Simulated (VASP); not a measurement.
# CaS (Fm-3m) in VASP: single point with PBE

Aim: the single point of CaS with PBE.

Everything below comes from runs of VASP 6.6.1. Logs are shortened: lines on timing, memory, paths and dates and some standing lists are left out, and cuts for length are marked.

### 1 The cell of the first run

It takes space group Fm-3m (No. 225, cubic). The conventional cell has a = 5.686 Å, b = 5.686 Å, c = 5.686 Å, α = 90.00°, β = 90.00°, γ = 90.00°. Ca (site symmetry m-3m) has 6 S at 2.84 Å within 3.7 Å. S (site symmetry m-3m) has 6 Ca at 2.84 Å within 3.7 Å.

### 2 Single point, PBE

File INCAR:

```
PREC = Accurate
ENCUT = 500
EDIFF = 1E-6
ISMEAR = 0
SIGMA = 0.05
LREAL = F
LASPH = T
NELM = 120
ALGO = Normal
ISIF = 2
LWAVE = F
LCHARG = F
GGA = PE
NBANDS = 15
GGA_COMPAT = F
```

File KPOINTS:

```
regular mesh
0
Gamma
  8 8 8
```

File POSCAR:

```
CaS
1.0
    0.0000000000      2.8430000000      2.8430000000
    2.8430000000      0.0000000000      2.8430000000
    2.8430000000      2.8430000000      0.0000000000
Ca S
1 1
Direct
    0.0000000000      0.0000000000      0.0000000000
    0.5000000000      0.5000000000      0.5000000000
```

Potentials or basis: VASP PAW PBE potentials, release 64 (Ca_sv, S).

Run with:

```sh
> cat potpaw_PBE.64/Ca_sv/POTCAR potpaw_PBE.64/S/POTCAR > POTCAR
> mpirun -np 1 vasp_std > vasp.out
```

OUTCAR:

```text
PREC = Accurate
   ENCUT = 500
   EDIFF = 1E-6
   ISMEAR = 0
   LREAL = F
   LASPH = T
   NELM = 120
   ISIF = 2
   GGA = PE

 ion  position               nearest neighbor table
   1  0.000  0.000  0.000-   2 2.84   2 2.84   2 2.84   2 2.84   2 2.84   2 2.84
   2  0.500  0.500  0.500-   1 2.84   1 2.84   1 2.84   1 2.84   1 2.84   1 2.84

  LATTYP: Found a face centered cubic cell.
 ALAT       =     5.6860000000

  Lattice vectors:

 A1 = (   0.0000000000,   2.8430000000,   2.8430000000)
 A2 = (   2.8430000000,   0.0000000000,   2.8430000000)
 A3 = (   2.8430000000,   2.8430000000,   0.0000000000)

Analysis of symmetry for initial positions (statically):
=====================================================================
 Subroutine PRICEL returns:
 Original cell was already a primitive cell.

 Routine SETGRP: Setting up the symmetry group for a
 face centered cubic supercell.

 Subroutine GETGRP returns: Found 48 space group operations
 (whereof 48 operations were pure point group operations)
 out of a pool of 48 trial point group operations.

The static configuration has the point symmetry O_h .

Analysis of symmetry for dynamics (positions and initial velocities):
=====================================================================
 Subroutine PRICEL returns:
 Original cell was already a primitive cell.

 Routine SETGRP: Setting up the symmetry group for a
 face centered cubic supercell.

 Subroutine GETGRP returns: Found 48 space group operations
 (whereof 48 operations were pure point group operations)
 out of a pool of 48 trial point group operations.

The dynamic configuration has the point symmetry O_h .

 Subroutine INISYM returns: Found 48 space group operations
 (whereof 48 operations are pure point group operations),
 and found     1 'primitive' translations

----------------------------------------------------------------------------------------

                                     Primitive cell

  volume of cell :      45.9579

  direct lattice vectors                    reciprocal lattice vectors
     0.000000000  2.843000000  2.843000000    -0.175870559  0.175870559  0.175870559
     2.843000000  0.000000000  2.843000000     0.175870559 -0.175870559  0.175870559
     2.843000000  2.843000000  0.000000000     0.175870559  0.175870559 -0.175870559

  length of vectors
     4.020609158  4.020609158  4.020609158     0.304616744  0.304616744  0.304616744

  position of ions in fractional coordinates (direct lattice)
     0.000000000  0.000000000  0.000000000
     0.500000000  0.500000000  0.500000000
[... 89 lines left out ...]
   NUPDOWN=      -1.0000    fix difference up-down
   EMIN   =  10.00;   EMAX   =-10.00  energy-range for DOS
   EFERMI =   0.00;   METHOD = LEGACY
   ISMEAR =     0;   SIGMA  =   0.05  broadening in eV -4-tet -1-fermi 0-gaus
   EFERMI_NEDOS =   21; number of points for ismear=-14 and -15
   IALGO  =     38    algorithm
   IMIX   =      4    mixing-type and parameters
     AMIX     =   0.40;   BMIX     =  1.00
     AMIX_MAG =   1.60;   BMIX_MAG =  1.00
  volume/ion in A,a.u.               =      22.98       155.07
  Fermi-wavevector in a.u.,A,eV,Ry     =   1.151670  2.176340 18.045996  1.326343
  Thomas-Fermi vector in A             =   2.288326
   LORBIT       =      0    0 simple, 1 ext, 2 COOP (PROOUT), +10 PAW based schemes
   GGA     = PE    functional components
   LHFCALC =     F    Hartree Fock is set to
   AEXX    =    0.0000 exact exchange contribution
   IVDW    =     0    specifies the selected vdW correction
   LEPSILON=     F    determine dielectric tensor
   LRPA    =     F    only Hartree local field effects (RPA)
 non-spin polarized calculation
 Gauss-broadening in eV      SIGMA  =   0.05
  energy-cutoff  :      500.00
  volume of cell :       45.96
 maximum number of plane-waves:      1211
 NGX is ok and might be reduce to    30
   NGX = 15   NGY = 15   NGZ = 15

 number of electron      16.0000004 magnetization

 Free energy of the ion-electron system (eV)
  ---------------------------------------------------
  ext. energy  EPLUGINS =         0.00000000
  ---------------------------------------------------
  free energy    TOTEN  =       -10.36251260 eV

  energy without entropy =      -10.36251260  energy(sigma->0) =      -10.36251260

 E-fermi :   3.0278     XC(G=0):  -9.3358

 val. band max:        2.7616329406   @ k =   0.0000   0.0000   0.0000
 cond. band min:       5.1081390634   @ k =   0.5000   0.5000   0.0000
 fundamental gap:      2.3465061228
 Fermi energy:         3.0278457355

 k-point     1 :       0.0000    0.0000    0.0000
  band No.  band energies     occupation
      1     -36.4192      2.00000
      2     -17.3998      2.00000
      3     -17.3998      2.00000
      4     -17.3998      2.00000
      5      -8.5799      2.00000
      6       2.7616      2.00000
      7       2.7616      2.00000
      8       2.7616      2.00000
      9       6.9259      0.00000
     10       6.9259      0.00000
     11       6.9259      0.00000
     12       6.9388      0.00000
     13       7.5238      0.00000
     14       7.5238      0.00000
[... 401 lines left out ...]
      2     -17.5387      2.00000
      3     -17.4503      2.00000
      4     -17.4265      2.00000
      5      -7.7955      2.00000
      6       0.1195      2.00000
      7       1.2574      2.00000
      8       1.5866      2.00000
      9       7.7514      0.00000
     10       8.0748      0.00000
     11       9.2189      0.00000
     12       9.5397      0.00000
     13       9.8213      0.00000
     14      10.7888      0.00000
     15      12.0946      0.00000

 [... further k-points ...]

------------------------ aborting loop because EDIFF is reached ----------------------------------------

  FORCE on cell =-STRESS in cart. coord.  units (eV):
  Direction    XX          YY          ZZ          XY          YZ          ZX
  --------------------------------------------------------------------------------------
  -------------------------------------------------------------------------------------
  Total        0.2725048      0.2725048      0.2725048      0.0000000      0.0000000     -0.0000000
  in kB        9.5000132      9.5000132      9.5000132      0.0000000      0.0000000     -0.0000000
  external PRESSURE =       9.5000132 kB  Pullay stress =       0.0000000 kB

 VOLUME and BASIS-vectors are now :
 -----------------------------------------------------------------------------
  energy-cutoff  :      500.00
  volume of cell :       45.96
      direct lattice vectors                 reciprocal lattice vectors
     0.000000000  2.843000000  2.843000000    -0.175870559  0.175870559  0.175870559
     2.843000000  0.000000000  2.843000000     0.175870559 -0.175870559  0.175870559
     2.843000000  2.843000000  0.000000000     0.175870559  0.175870559 -0.175870559

 POSITION                                       TOTAL-FORCE (eV/Angst)
 -----------------------------------------------------------------------------------
      0.00000      0.00000      0.00000         0.000000      0.000000      0.000000
      2.84300      2.84300      2.84300        -0.000000      0.000000     -0.000000
 -----------------------------------------------------------------------------------
    total drift:                               -0.000000      0.000000      0.000000

  FREE ENERGIE OF THE ION-ELECTRON SYSTEM (eV)
  ---------------------------------------------------
  free  energy   TOTEN  =       -10.3625126036 eV

  energy  without entropy=      -10.3625126036  energy(sigma->0) =      -10.36251260
```

stdout:

```text
POSCAR found type information on POSCAR CaS
 POSCAR found :  2 types and       2 ions
 scaLAPACK will be used
 LDA part: xc-table for (Slater+PW92), standard interpolation
 POSCAR, INCAR and KPOINTS ok, starting setup
 FFT: planning ... GRIDC
 FFT: planning ... GRID_SOFT
 FFT: planning ... GRID
 WAVECAR not read
 entering main loop
```

Run time: 27 s. Hardware: 1 thread of Intel Xeon 8259CL, shared host; peak memory 0.17 GiB.

What came out:

```yaml
Free_energy: -10.3625 eV
Pressure: 1.0 GPa
Band_gap_on_the_k_mesh: 2.35 eV (least direct gap 3.16 eV)
```

A k mesh can miss the band edges.
